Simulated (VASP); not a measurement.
Ir3O: relaxation of the atoms with PBE

System: Ir3O, a slab with vacuum.

```
Ir O
1.0
     2.73676    0.00000    0.00000
    -1.36838    2.37010    0.00000
     0.00000    0.00000   19.84258
Ir O
3 1
Cartesian
  1.3684 0.7900 4.0000
  0.0000 1.5801 6.1713
  0.0000 0.0000 8.3426
  -0.6842 1.1851 9.6252
```

| Property | Result |
| --- | --- |
| Program | VASP 6.6.1 |
| Task | relaxation of the atoms |
| Functional | PBE |
| Potentials or basis | VASP PAW PBE potentials, release 64 (Ir, O) |
| Cutoff | 520 eV |
| k mesh | 12 × 12 × 1 |
| Occupations | gaussian, width 0.1 eV |
| Spin | no spin polarisation |
| Dipole correction | yes |
| Atoms held fixed (from 0) | [0, 1, 2] |
| Further INCAR settings | ALGO = Normal; EDIFF = 1e-06; IBRION = 2; EDIFFG = -0.025; NSW = 36 |
| Atoms held along some axes (from 0) | atom 3 along a and b |

```json
{
  "Energy gained by relaxing": "81.3 meV/atom",
  "Ionic steps": "3",
  "Band gap on the k mesh": "zero (an odd number of electrons rules out a gap without spin polarisation)"
}
```

Step by step:
```
step  energy change (eV)  largest force on free atoms (eV/Å)  pressure (GPa)
   1              0.0000                              4.3007            6.55
   2             -0.3069                              0.8226            0.39
   3             -0.3253                              0.0040            1.41
```

Final structure:
```
Ir O
1.0
     2.73676    0.00000    0.00000
    -1.36838    2.37010    0.00000
     0.00000    0.00000   19.84258
Ir O
3 1
Direct
  0.66667 0.33333 0.20159
  0.33333 0.66667 0.31101
  0.00000 0.00000 0.42044
  0.00000 0.50000 0.49333
```

Levels at points of the mesh, in eV from the Fermi level:
| k point | band 13 | band 14 | band 15 | band 16 | band 17 | band 18 | band 19 | band 20 |
| --- | --- | --- | --- | --- | --- | --- | --- | --- |
| (0.00, 0.00, 0.00) | -3.02 | -1.97 | -1.65 | -1.06 | -0.96 | -0.20 | -0.12 | 0.23 |
| (0.50, 0.00, 0.00) | -0.39 | -0.36 | 0.48 | 0.82 | 0.85 | 1.43 | 1.98 | 2.08 |
| (0.00, 0.50, 0.00) | -0.76 | -0.20 | 0.31 | 0.39 | 0.86 | 1.12 | 1.47 | 2.55 |

Run time: 16 min on 1 thread of Intel Xeon 8259CL, with other jobs on the host, peak memory 0.31 GiB.

Caveat: spin-orbit coupling is left out, which moves the levels of the heavy elements; an odd number of electrons without spin polarisation forces a metal; a magnetic or distorted state may lie lower.
